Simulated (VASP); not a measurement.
# BAs (F-43m) in VASP: further runs, part 3 of 3

VASP 6.6.1. The steps go on from the part before.

### 5 Single point, PBE

This run uses another cell than the first one, of 12.51 Å³/atom, 0.887 times its volume.

INCAR reads:

```
  ALGO = Normal
  EDIFF = 1E-6
  ENCUT = 500
  GGA = PE
  GGA_COMPAT = False
  ISIF = 2
  ISMEAR = 0
  LASPH = True
  LCHARG = False
  LREAL = False
  LWAVE = False
  NBANDS = 11
  NELM = 120
  PREC = Accurate
  SIGMA = 0.01
```

KPOINTS reads:

```
k-points
0
Gamma
  3 3 3
```

POSCAR reads:

```
BAs
1.0
    0.0000000000      2.3216190800      2.3216190800
    2.3216190800      0.0000000000      2.3216190800
    2.3216190800      2.3216190800      0.0000000000
B As
1 1
Direct
    0.0000000000      0.0000000000      0.0000000000
    0.2500000000      0.2500000000      0.2500000000
```

Potentials or basis: VASP PAW PBE potentials, release 64 (B, As).

Started as:

```bash
$ cat potpaw_PBE.64/B/POTCAR potpaw_PBE.64/As/POTCAR > POTCAR
$ mpirun -np 1 vasp_std > vasp.out
```

OUTCAR:

```text
EDIFF = 1E-6
   ENCUT = 500
   GGA = PE
   ISIF = 2
   ISMEAR = 0
   LASPH = True
   LREAL = False
   NELM = 120
   PREC = Accurate

 ion  position               nearest neighbor table
   1  0.000  0.000  0.000-   2 2.01   2 2.01   2 2.01   2 2.01
   2  0.250  0.250  0.250-   1 2.01   1 2.01   1 2.01   1 2.01

  LATTYP: Found a face centered cubic cell.
 ALAT       =     4.6432381600

  Lattice vectors:

 A1 = (   0.0000000000,   2.3216190800,   2.3216190800)
 A2 = (   2.3216190800,   0.0000000000,   2.3216190800)
 A3 = (   2.3216190800,   2.3216190800,   0.0000000000)

Analysis of symmetry for initial positions (statically):
=====================================================================
 Subroutine PRICEL returns:
 Original cell was already a primitive cell.

 Routine SETGRP: Setting up the symmetry group for a
 face centered cubic supercell.

 Subroutine GETGRP returns: Found 24 space group operations
 (whereof 24 operations were pure point group operations)
 out of a pool of 48 trial point group operations.

The static configuration has the point symmetry T_d .

Analysis of symmetry for dynamics (positions and initial velocities):
=====================================================================
 Subroutine PRICEL returns:
 Original cell was already a primitive cell.

 Routine SETGRP: Setting up the symmetry group for a
 face centered cubic supercell.

 Subroutine GETGRP returns: Found 24 space group operations
 (whereof 24 operations were pure point group operations)
 out of a pool of 48 trial point group operations.

The dynamic configuration has the point symmetry T_d .

 Subroutine INISYM returns: Found 24 space group operations
 (whereof 24 operations are pure point group operations),
 and found     1 'primitive' translations

----------------------------------------------------------------------------------------

                                     Primitive cell
[... 95 lines left out ...]
   GGA     = PE    functional components
   LHFCALC =     F    Hartree Fock is set to
   AEXX    =    0.0000 exact exchange contribution
   IVDW    =     0    specifies the selected vdW correction
   LEPSILON=     F    determine dielectric tensor
   LRPA    =     F    only Hartree local field effects (RPA)
 non-spin polarized calculation
 Gauss-broadening in eV      SIGMA  =   0.01
  energy-cutoff  :      500.00
  volume of cell :       25.03
 maximum number of plane-waves:       650
   NGX = 11   NGY = 11   NGZ = 11

 number of electron       8.0000000 magnetization

 Free energy of the ion-electron system (eV)
  ---------------------------------------------------
  ext. energy  EPLUGINS =         0.00000000
  ---------------------------------------------------
  free energy    TOTEN  =       -10.58627436 eV

  energy without entropy =      -10.58627436  energy(sigma->0) =      -10.58627436

 E-fermi :   7.3473     XC(G=0): -10.9015

 val. band max:        7.2158860601   @ k =   0.0000   0.0000   0.0000
 cond. band min:       8.3712902351   @ k =   0.3333   0.3333   0.0000
 fundamental gap:      1.1554041749
 Fermi energy:         7.3473307814

 k-point     1 :       0.0000    0.0000    0.0000
  band No.  band energies     occupation
      1      -9.0349      2.00000
      2       7.2159      2.00000
      3       7.2159      2.00000
      4       7.2159      2.00000
      5      10.5514      0.00000
      6      10.5514      0.00000
      7      10.5514      0.00000
      8      13.0151      0.00000
      9      17.2109      0.00000
     10      20.4440      0.00000
     11      20.4440      0.00000
[... 29 lines left out ...]
 k-point     4 :      -0.3333    0.3333    0.0000
  band No.  band energies     occupation
      1      -4.7887      2.00000
      2      -1.0849      2.00000
      3       0.5087      2.00000
      4       3.8612      2.00000
      5       9.6423      0.00000
      6      14.8647      0.00000
      7      15.7579      0.00000
      8      17.0343      0.00000
      9      17.3493      0.00000
     10      19.6139      0.00000
     11      25.1720      0.00000

------------------------ aborting loop because EDIFF is reached ----------------------------------------

  FORCE on cell =-STRESS in cart. coord.  units (eV):
  Direction    XX          YY          ZZ          XY          YZ          ZX
  --------------------------------------------------------------------------------------
  -------------------------------------------------------------------------------------
  Total        3.2965663      3.2965663      3.2965663     -0.0000000      0.0000000     -0.0000000
  in kB      211.0422956    211.0422956    211.0422956     -0.0000000      0.0000000     -0.0000000
  external PRESSURE =     211.0422956 kB  Pullay stress =       0.0000000 kB

 VOLUME and BASIS-vectors are now :
 -----------------------------------------------------------------------------
  energy-cutoff  :      500.00
  volume of cell :       25.03
      direct lattice vectors                 reciprocal lattice vectors
     0.000000000  2.321619080  2.321619080    -0.215366941  0.215366941  0.215366941
     2.321619080  0.000000000  2.321619080     0.215366941 -0.215366941  0.215366941
     2.321619080  2.321619080  0.000000000     0.215366941  0.215366941 -0.215366941

 POSITION                                       TOTAL-FORCE (eV/Angst)
 -----------------------------------------------------------------------------------
      0.00000      0.00000      0.00000         0.000000      0.000000      0.000000
      1.16081      1.16081      1.16081        -0.000000     -0.000000     -0.000000
 -----------------------------------------------------------------------------------
    total drift:                                0.000000      0.000000      0.000000

  FREE ENERGIE OF THE ION-ELECTRON SYSTEM (eV)
  ---------------------------------------------------
  free  energy   TOTEN  =       -10.5862743563 eV

  energy  without entropy=      -10.5862743563  energy(sigma->0) =      -10.58627436
```

OSZICAR:

```text
N       E                     dE             d eps       ncg     rms          rms(c)
DAV:   1     0.111143674838E+02    0.11114E+02   -0.37336E+03    88   0.613E+02
DAV:   2    -0.110534536898E+02   -0.22168E+02   -0.21748E+02   121   0.105E+02
DAV:   3    -0.115327025112E+02   -0.47925E+00   -0.47864E+00   106   0.143E+01
DAV:   4    -0.115337216707E+02   -0.10192E-02   -0.10191E-02   100   0.782E-01
DAV:   5    -0.115337234728E+02   -0.18021E-05   -0.18021E-05   100   0.322E-02    0.579E+00
DAV:   6    -0.106919439657E+02    0.84178E+00   -0.22572E+00    94   0.626E+00    0.278E+00
DAV:   7    -0.105948955750E+02    0.97048E-01   -0.28533E-01    97   0.255E+00    0.113E+00
DAV:   8    -0.105854797720E+02    0.94158E-02   -0.31239E-02    94   0.101E+00    0.137E-01
DAV:   9    -0.105859579663E+02   -0.47819E-03   -0.88607E-04   106   0.182E-01    0.972E-02
DAV:  10    -0.105862659832E+02   -0.30802E-03   -0.36392E-04    91   0.117E-01    0.169E-02
DAV:  11    -0.105862749053E+02   -0.89221E-05   -0.10578E-05   100   0.206E-02    0.184E-02
DAV:  12    -0.105862743563E+02    0.54895E-06   -0.41826E-06    94   0.106E-02
   1 F= -.10586274E+02 E0= -.10586274E+02  d E =-.576529E-78
```

stdout:

```text
POSCAR found type information on POSCAR B As
 POSCAR found :  2 types and       2 ions
 scaLAPACK will be used
 LDA part: xc-table for (Slater+PW92), standard interpolation
 POSCAR, INCAR and KPOINTS ok, starting setup
 FFT: planning ... GRIDC
 FFT: planning ... GRID_SOFT
 FFT: planning ... GRID
 WAVECAR not read
 entering main loop
```

It took 8 s on 1 thread of Intel Xeon 8259CL, shared host; peak memory 0.13 GiB.

Results:

```yaml
Free_energy: -10.5863 eV
Pressure: 21.1 GPa
Band_gap_on_the_k_mesh: 1.16 eV, indirect (least direct gap 3.34 eV)
```

Levels at points of the mesh, in eV from the valence-band top:
```
           k point  band 1  band 2  band 3  band 4  band 5  band 6  band 7  band 8  band 9
(0.00, 0.00, 0.00)  -16.25    0.00    0.00    0.00    3.34    3.34    3.34    5.80    9.99
```

Caveat: the k points lie up to 0.78 Å⁻¹ apart. A k mesh can miss the band edges.

### 6 The runs side by side

```tsv
cell	k mesh	gap on the mesh (eV)	pressure (GPa)
a = 3.417 Å, angles 60.0°, 2 atoms	2 × 2 × 2	1.34	9.8
a = 3.283 Å, angles 60.0°, 2 atoms	2 × 2 × 2	1.13	32.5
a = 3.283 Å, angles 60.0°, 2 atoms	3 × 3 × 3	1.16	21.1
```

Alike in all rows: task single point; level PBE; potentials or basis VASP PAW PBE potentials, release 64 (B, As); no spin polarisation; cutoff (eV) 500; smearing gaussian 0.01 eV.

Caveats: all runs use coarse meshes.

Absolute energies hang on the potentials; compare differences alone.
